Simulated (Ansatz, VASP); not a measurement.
## One calculation of AlN, two programs

```
CELL_PARAMETERS angstrom
0.00000 2.23965 2.16316
2.16316 0.00000 2.16316
2.16316 2.23965 0.00000
ATOMIC_POSITIONS crystal
Al 0.99324 0.00676 0.00676
N 0.76302 0.73698 0.73698
```

Change from the starting cell: mode 4 frozen in at -0.057 Å, strain +e along z and -e/2 along x and y +0.0233.

Alike in both runs: task single point; functional PBEsol; k mesh 10 × 10 × 10; occupations gaussian, width 0.05 eV; no spin polarisation.

|  | VASP | Ansatz |
| --- | --- | --- |
| version | VASP 6.6.1 | Ansatz 0.2.0 |
| potentials or method | VASP PAW PBE potentials, release 64 (Al, N), cutoff 520 eV | scalar-relativistic, plane waves, PAW |
| valence electrons in the cell | 8 | 8 |

```tsv
	VASP	Ansatz	Ansatz less VASP
gap on the k mesh at the Fermi level (eV)	2.93	2.93	+0.007
least direct gap on the mesh (eV)	3.85	3.84	-0.016
pressure (GPa)	0.9	0.8	-0.03
traceless stress, the component that is largest in VASP (GPa)	-5.99	-5.90	+0.092
rms of the force components (eV/Å)	0.692	0.687	-0.0052
```

VASP's potentials were made for PBE, not for PBEsol, and Ansatz warns of the same on its side. Atom by atom the forces differ by 0.005 eV/Å (rms over components).
